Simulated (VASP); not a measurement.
Crystal: BeTe.

```xyz
2
Lattice="0.0000 2.8286 2.8852 2.8286 0.0000 2.8852 2.8286 2.8286 0.0000" Properties=species:S:1:pos:R:3 pbc="T T T"
Be    0.0000    0.0000    0.0000
Te    1.4143    1.4143    1.4426
```

This cell differs from its parent crystal: uniaxial z strain +2.0%.

Base run:

```yaml
Program: VASP 6.6.1
Functional: PBE
Potentials_or_basis: VASP PAW PBE potentials, release 64 (Be, Te)
Cutoff: 600 eV
k_mesh: 8 × 8 × 8
Occupations: fermi-dirac, width 0.02 eV
Spin: no spin polarisation
```

Its results: band gap on the k mesh 1.98 eV, indirect (least direct gap 3.54 eV); pressure -0.8 GPa.

Task: The run is repeated on the same cell with these changes: k mesh from 8 × 8 × 8 to 4 × 4 × 4; occupations from fermi-dirac, width 0.02 eV to gaussian, width 0.01 eV. What comes out?

Result: Band gap on the k mesh 1.97 eV, indirect (least direct gap 3.54 eV); pressure -0.4 GPa.

Caveats: some runs use coarse meshes; spin-orbit coupling is left out, which moves the levels of the heavy elements.

A k mesh can miss the band edges.
